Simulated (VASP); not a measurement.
A run of VASP 6.6.1 is set up as follows.

INCAR

```
SYSTEM = Ti2C
PREC     = Accurate       ! precision mode
ENCUT    = 520            ! plane-wave cutoff, eV
EDIFF    = 1E-6           ! SCF threshold, eV
ISMEAR   = 1              ! smearing method
SIGMA    = 0.05           ! smearing width, eV
LREAL    = .False.        ! projectors in reciprocal space
LASPH    = .True.         ! aspherical terms in the spheres
NELM     = 60             ! most SCF steps
ALGO     = Normal         ! electronic algorithm
ISIF     = 2              ! what is computed and relaxed
LWAVE    = .False.        ! write WAVECAR
LCHARG   = .False.        ! write CHGCAR
GGA      = CA             ! functional
NBANDS   = 21             ! bands
```

Contents of KPOINTS:

```
Automatic mesh
0
Gamma
  9 9 9
  0 0 0
```

File POSCAR:

```
Ti2C
1.0
    1.5406980000      0.8895230000      4.8137700000
   -1.5406980000      0.8895230000      4.8137700000
    0.0000000000     -1.7790450000      4.8137700000
Ti C
2 1
Direct
    0.2454980000      0.2454980000      0.2454980000
    0.7545020000      0.7545020000      0.7545020000
    0.5000000000      0.5000000000      0.5000000000
```

Potentials or basis: VASP PAW LDA potentials, release 64 (Ti_sv, C).

Run with:

```console
$ cat potpaw_LDA.64/Ti_sv/POTCAR potpaw_LDA.64/C/POTCAR > POTCAR
$ mpirun -np 1 vasp_std > vasp.out
```

**Question.** What does it give for the largest force?

**Answer.** 0.326 eV/Å.

**Question.** Estimate the pressure.

**Answer.** -8.9 GPa.

Stress tensor (GPa, compression positive):
```
-9.07  0.00  0.00
 0.00 -9.07  0.00
 0.00  0.00 -8.65
```
